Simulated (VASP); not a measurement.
# La3F (Pm-3n) in VASP: single point with PBE

Aim: the single point of La3F with PBE.

Everything below comes from runs of VASP 6.6.1. Logs are shortened: lines on timing, memory, paths and dates and some standing lists are left out, and cuts for length are marked.

**1. The cell of the first run**

The structure is cubic, space group Pm-3n (No. 223). Conventional cell: a = 6.085 Å, b = 6.085 Å, c = 6.085 Å, α = 90.00°, β = 90.00°, γ = 90.00°. Within 4.0 Å of La (site symmetry -4m2) lie 10 La at 3.04 to 3.73 Å and 4 F at 3.40 Å. Within 4.5 Å of F (site symmetry m-3) lie 12 La at 3.40 Å.

The cell was built from a structure type or drawn by symmetry, and may not be a known phase.

**2. Single point, PBE**

The input, INCAR:

```
PREC = Accurate
ENCUT = 520
EDIFF = 1E-6
ISMEAR = 0
SIGMA = 0.1
LREAL = False
LASPH = True
NELM = 80
ALGO = Normal
ISIF = 2
LWAVE = False
LCHARG = False
GGA = PE
NBANDS = 50
```

The input, KPOINTS:

```
Automatic mesh
0
Gamma
  4 4 4
```

The input, POSCAR:

```
La3F
1.0
    6.0847054200      0.0000000000      0.0000000000
    0.0000000000      6.0847054200      0.0000000000
    0.0000000000      0.0000000000      6.0847054200
La F
6 2
Direct
    0.0000000000      0.2500000000      0.5000000000
    0.0000000000      0.7500000000      0.5000000000
    0.2500000000      0.5000000000      0.0000000000
    0.7500000000      0.5000000000      0.0000000000
    0.5000000000      0.0000000000      0.2500000000
    0.5000000000      0.0000000000      0.7500000000
    0.5000000000      0.5000000000      0.5000000000
    0.0000000000      0.0000000000      0.0000000000
```

Potentials or basis: VASP PAW PBE potentials, release 64 (La, F).

Run with:

```console
> cat potpaw_PBE.64/La/POTCAR potpaw_PBE.64/F/POTCAR > POTCAR
> mpirun -np 1 vasp_std > vasp.out
```

OUTCAR:

```text
PREC = Accurate
   ENCUT = 520
   EDIFF = 1E-6
   ISMEAR = 0
   LREAL = False
   LASPH = True
   NELM = 80
   ISIF = 2
   GGA = PE

 ion  position               nearest neighbor table
   1  0.000  0.250  0.500-   2 3.04   2 3.04
   2  0.000  0.750  0.500-   1 3.04   1 3.04
   3  0.250  0.500  0.000-   4 3.04   4 3.04
   4  0.750  0.500  0.000-   3 3.04   3 3.04
   5  0.500  0.000  0.250-   6 3.04   6 3.04
   6  0.500  0.000  0.750-   5 3.04   5 3.04
   7  0.500  0.500  0.500-
   8  0.000  0.000  0.000-

  LATTYP: Found a simple cubic cell.
 ALAT       =     6.0847054200

  Lattice vectors:

 A1 = (   6.0847054200,   0.0000000000,   0.0000000000)
 A2 = (   0.0000000000,   6.0847054200,   0.0000000000)
 A3 = (   0.0000000000,   0.0000000000,   6.0847054200)

Analysis of symmetry for initial positions (statically):
=====================================================================
 Subroutine PRICEL returns:
 Original cell was already a primitive cell.

 Routine SETGRP: Setting up the symmetry group for a
 simple cubic supercell.

 Subroutine GETGRP returns: Found 48 space group operations
 (whereof 24 operations were pure point group operations)
 out of a pool of 48 trial point group operations.

The static configuration has the point symmetry T_h .
 The point group associated with its full space group is O_h .

Analysis of symmetry for dynamics (positions and initial velocities):
=====================================================================
 Subroutine PRICEL returns:
 Original cell was already a primitive cell.

 Routine SETGRP: Setting up the symmetry group for a
 simple cubic supercell.

 Subroutine GETGRP returns: Found 48 space group operations
 (whereof 24 operations were pure point group operations)
 out of a pool of 48 trial point group operations.

The dynamic configuration has the point symmetry T_h .
 The point group associated with its full space group is O_h .

 Subroutine INISYM returns: Found 48 space group operations
 (whereof 24 operations are pure point group operations),
 and found     1 'primitive' translations

----------------------------------------------------------------------------------------

                                     Primitive cell

  volume of cell :     225.2779

  direct lattice vectors                    reciprocal lattice vectors
     6.084705420  0.000000000  0.000000000     0.164346494  0.000000000  0.000000000
     0.000000000  6.084705420  0.000000000     0.000000000  0.164346494  0.000000000
     0.000000000  0.000000000  6.084705420     0.000000000  0.000000000  0.164346494

  length of vectors
     6.084705420  6.084705420  6.084705420     0.164346494  0.164346494  0.164346494

  position of ions in fractional coordinates (direct lattice)
     0.000000000  0.250000000  0.500000000
     0.000000000  0.750000000  0.500000000
     0.250000000  0.500000000  0.000000000
     0.750000000  0.500000000  0.000000000
     0.500000000  0.000000000  0.250000000
     0.500000000  0.000000000  0.750000000
     0.500000000  0.500000000  0.500000000
     0.000000000  0.000000000  0.000000000

  ion indices of the primitive-cell ions
   primitive index   ion index
                 1           1
                 2           2
                 3           3
                 4           4
                 5           5
                 6           6
                 7           7
                 8           8

----------------------------------------------------------------------------------------

 KPOINTS: Automatic mesh

Automatic generation of k-mesh.
 Grid dimensions read from file:
 generate k-points for:    4    4    4

 Generating k-lattice:

  Cartesian coordinates                     Fractional coordinates (reciprocal lattice)
     0.041086623  0.000000000  0.000000000     0.250000000  0.000000000  0.000000000
     0.000000000  0.041086623  0.000000000     0.000000000  0.250000000  0.000000000
     0.000000000  0.000000000  0.041086623     0.000000000  0.000000000  0.250000000

  Length of vectors
     0.041086623  0.041086623  0.041086623

  Shift w.r.t. Gamma in fractional coordinates (k-lattice)
     0.000000000  0.000000000  0.000000000

 Subroutine IBZKPT returns following result:
 ===========================================

 Found     10 irreducible k-points:

 Following reciprocal coordinates:
            Coordinates               Weight
  0.000000  0.000000  0.000000      1.000000
  0.250000  0.000000  0.000000      6.000000
  0.500000  0.000000  0.000000      3.000000
  0.250000  0.250000  0.000000     12.000000
  0.500000  0.250000  0.000000     12.000000
  0.500000  0.500000  0.000000      3.000000
  0.250000  0.250000  0.250000      8.000000
  0.500000  0.250000  0.250000     12.000000
  0.500000  0.500000  0.250000      6.000000
  0.500000  0.500000  0.500000      1.000000
   k-points           NKPTS =     10   k-points in BZ     NKDIM =     10   number of bands    NBANDS=     50
   number of dos      NEDOS =    301   number of ions     NIONS =      8
   total plane-waves  NPLWV = 110592
   dimension x,y,z NGX =    48 NGY =   48 NGZ =   48
   dimension x,y,z NGXF=    96 NGYF=   96 NGZF=   96
   ions per type =               6   2
   NGX,Y,Z   is equivalent  to a cutoff of  13.11, 13.11, 13.11 a.u.
   NGXF,Y,Z  is equivalent  to a cutoff of  26.23, 26.23, 26.23 a.u.
 SYSTEM =  unknown system
   PREC   = accura    normal or accurate (medium, high low for compatibility)
   ISTART =      0    job   : 0-new  1-cont  2-samecut
   ICHARG =      2    charge: 1-file 2-atom 10-const
   ISPIN  =      1    spin polarized calculation?
   LNONCOLLINEAR =      F non collinear calculations
   LSORBIT =      F    spin-orbit coupling
   LASPH  =      T    aspherical Exc in radial PAW
   ENCUT  =  520.0 eV  38.22 Ry    6.18 a.u.  11.31 11.31 11.31*2*pi/ulx,y,z
   NELM   =     80;   NELMIN=  2; NELMDL= -5     # of ELM steps
   EDIFF  = 0.1E-05   stopping-criterion for ELM
   LREAL  =      F    real-space projection
   EDIFFG = 0.1E-04   stopping-criterion for IOM
   NSW    =      0    number of steps for IOM
   IBRION =     -1    ionic relax: 0-MD 1-quasi-New 2-CG
   NFREE  =      0    steps in history (QN), initial steepest desc. (CG)
   ISIF   =      2    stress and relaxation
   ISYM   =      2    0-nonsym 1-usesym 2-fastsym
   POTIM  = 0.5000    time-step for ionic-motion
   TEBEG  =    0.0;   TEEND  =   0.0 temperature during run
   PSTRESS=    0.0 pullay stress
   NELECT =      80.0000    total number of electrons
   NUPDOWN=      -1.0000    fix difference up-down
   EMIN   =  10.00;   EMAX   =-10.00  energy-range for DOS
   EFERMI =   0.00;   METHOD = LEGACY
   ISMEAR =     0;   SIGMA  =   0.10  broadening in eV -4-tet -1-fermi 0-gaus
   EFERMI_NEDOS =   21; number of points for ismear=-14 and -15
   IALGO  =     38    algorithm
   IMIX   =      4    mixing-type and parameters
     AMIX     =   0.40;   BMIX     =  1.00
     AMIX_MAG =   1.60;   BMIX_MAG =  1.00
  volume/ion in A,a.u.               =      28.16       190.03
  Fermi-wavevector in a.u.,A,eV,Ry     =   1.159307  2.190773 18.286143  1.343994
  Thomas-Fermi vector in A             =   2.295901
   LORBIT       =      0    0 simple, 1 ext, 2 COOP (PROOUT), +10 PAW based schemes
   GGA     = PE    functional components
   LHFCALC =     F    Hartree Fock is set to
   AEXX    =    0.0000 exact exchange contribution
   IVDW    =     0    specifies the selected vdW correction
   LEPSILON=     F    determine dielectric tensor
   LRPA    =     F    only Hartree local field effects (RPA)
 non-spin polarized calculation
 Gauss-broadening in eV      SIGMA  =   0.10
  energy-cutoff  :      520.00
  volume of cell :      225.28
 maximum number of plane-waves:      6090
 NGX is ok and might be reduce to    48
   NGX = 23   NGY = 23   NGZ = 23

 number of electron      80.0000020 magnetization

 Free energy of the ion-electron system (eV)
  ---------------------------------------------------
  ext. energy  EPLUGINS =         0.00000000
  ---------------------------------------------------
  free energy    TOTEN  =       -36.13391434 eV

  energy without entropy =      -36.08447403  energy(sigma->0) =      -36.10919418

 E-fermi :   8.0872     XC(G=0):  -9.7641

 val. band max:        8.0055605137   @ k =   0.5000   0.0000   0.0000
 cond. band min:       8.0994864046   @ k =   0.5000   0.5000   0.0000
 fundamental gap:      0.0939258909
 Fermi energy:         8.0871815664

 k-point     1 :       0.0000    0.0000    0.0000
  band No.  band energies     occupation
      1     -25.0057      2.00000
      2     -24.8001      2.00000
      3     -24.8001      2.00000
      4     -24.3209      2.00000
      5     -24.3209      2.00000
      6     -24.3209      2.00000
[... 42 lines left out ...]
     49       8.9900      0.00000
     50       9.6710      0.00000

 k-point     2 :       0.2500    0.0000    0.0000
  band No.  band energies     occupation
      1     -24.9653      2.00000
      2     -24.8243      2.00000
      3     -24.7465      2.00000
      4     -24.4039      2.00000
      5     -24.3208      2.00000
      6     -24.3208      2.00000
[... 42 lines left out ...]
     49       9.2793      0.00000
     50       9.6003      0.00000

 k-point     3 :       0.5000    0.0000    0.0000
  band No.  band energies     occupation
      1     -24.8873      2.00000
      2     -24.8873      2.00000
      3     -24.5892      2.00000
      4     -24.5892      2.00000
      5     -24.3207      2.00000
      6     -24.3207      2.00000
[... 360 lines left out ...]
     49       9.1863      0.00000
     50       9.5042      0.00000

 k-point    10 :       0.5000    0.5000    0.5000
  band No.  band energies     occupation
      1     -24.6078      2.00000
      2     -24.6078      2.00000
      3     -24.6078      2.00000
      4     -24.6078      2.00000
      5     -24.6078      2.00000
      6     -24.6078      2.00000
[... 42 lines left out ...]
     49       9.0752      0.00000
     50       9.0752      0.00000

------------------------ aborting loop because EDIFF is reached ----------------------------------------

  FORCE on cell =-STRESS in cart. coord.  units (eV):
  Direction    XX          YY          ZZ          XY          YZ          ZX
  --------------------------------------------------------------------------------------
  -------------------------------------------------------------------------------------
  Total        2.6177504      2.6177504      2.6177504     -0.0000000     -0.0000000     -0.0000000
  in kB       18.6174479     18.6174479     18.6174479     -0.0000000     -0.0000000     -0.0000000
  external PRESSURE =      18.6174479 kB  Pullay stress =       0.0000000 kB

 VOLUME and BASIS-vectors are now :
 -----------------------------------------------------------------------------
  energy-cutoff  :      520.00
  volume of cell :      225.28
      direct lattice vectors                 reciprocal lattice vectors
     6.084705420  0.000000000  0.000000000     0.164346494  0.000000000  0.000000000
     0.000000000  6.084705420  0.000000000     0.000000000  0.164346494  0.000000000
     0.000000000  0.000000000  6.084705420     0.000000000  0.000000000  0.164346494

 POSITION                                       TOTAL-FORCE (eV/Angst)
 -----------------------------------------------------------------------------------
      0.00000      1.52118      3.04235         0.000000     -0.000000      0.000000
      0.00000      4.56353      3.04235        -0.000000      0.000000     -0.000000
      1.52118      3.04235      0.00000        -0.000000     -0.000000     -0.000000
      4.56353      3.04235      0.00000         0.000000      0.000000     -0.000000
      3.04235      0.00000      1.52118        -0.000000      0.000000      0.000000
      3.04235      0.00000      4.56353         0.000000     -0.000000     -0.000000
      3.04235      3.04235      3.04235        -0.000000     -0.000000      0.000000
      0.00000      0.00000      0.00000        -0.000000     -0.000000      0.000000
 -----------------------------------------------------------------------------------
    total drift:                                0.000000      0.000000     -0.000000

  FREE ENERGIE OF THE ION-ELECTRON SYSTEM (eV)
  ---------------------------------------------------
  free  energy   TOTEN  =       -36.1339143373 eV

  energy  without entropy=      -36.0844740314  energy(sigma->0) =      -36.10919418
```

Run time: 3.2 min. Hardware: 1 thread of AMD EPYC 7R43 (Zen 3), shared host; peak memory 0.33 GiB.

Results:

- Free energy: -36.1339 eV
- Pressure: 1.9 GPa
- Band gap on the k mesh: zero (bands 40 and 41 overlap by 0.24 eV)

Caveat: spin-orbit coupling is left out, which moves the levels of the heavy elements.
